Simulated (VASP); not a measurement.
Set up this calculation in VASP 6.6.1, as the native input.

```
Task                   : single point
Functional             : PBE
Potentials or basis    : VASP PAW PBE potentials, release 64 (Hf_pv, Ge_d)
Cutoff                 : 520 eV
k mesh                 : 6 × 6 × 4
Occupations            : gaussian, width 0.1 eV
Spin                   : no spin polarisation
Dipole correction      : no
Further INCAR settings : ALGO = Normal; EDIFF = 1e-07; NBANDS = 39
```

The structure of Hf2Ge3 lies in POSCAR:

```
Hf2Ge3
1.0
    5.8035774000      0.0000000000      0.0000000000
   -2.9017887000      5.0260454612      0.0000000000
    0.0000000000      0.0000000000      4.3094302535
Hf Ge
2 3
Direct
    0.3333333333      0.6666666667      0.5000093006
    0.6666666667      0.3333333333      0.4999906994
    0.4999904347      0.4999904347      0.0000000000
    0.5000095653      0.0000000000      0.0000000000
    0.0000000000      0.5000095653      0.0000000000
```

The cell was generated, and may not be a known phase.

These files were run (other wordings do the same):

INCAR

```
ALGO     = Normal         # electronic algorithm
EDIFF    = 1E-7           # SCF threshold, eV
ENCUT    = 520            # plane-wave cutoff, eV
GGA      = PE             # functional
ISIF     = 2              # what is computed and relaxed
ISMEAR   = 0              # smearing method
LASPH    = True           # aspherical terms in the spheres
LCHARG   = False          # write CHGCAR
LREAL    = False          # projectors in reciprocal space
LWAVE    = False          # write WAVECAR
NBANDS   = 39             # bands
NELM     = 100            # most SCF steps
PREC     = Accurate       # precision mode
SIGMA    = 0.1            # smearing width, eV
```

KPOINTS

```
k-points
0
Gamma
  6 6 4
```

Potentials or basis: VASP PAW PBE potentials, release 64 (Hf_pv, Ge_d).

Run with:

```sh
$ cat potpaw_PBE.64/Hf_pv/POTCAR potpaw_PBE.64/Ge_d/POTCAR > POTCAR
$ mpirun -np 1 vasp_std > vasp.out
```

It gave:

```yaml
Pressure: 0.1 GPa
Band_gap_on_the_k_mesh: zero (bands 31 and 32 overlap by 1.03 eV)
```

Caveat: the k points lie up to 0.36 Å⁻¹ apart, too coarse for converged energies and pressures of a metal; spin-orbit coupling is left out, which moves the levels of the heavy elements.

Wall time 97 s on 1 thread of Intel(R) Xeon(R) 6975P-C (Granite Rapids) (shared host), peak memory 0.3 GiB.
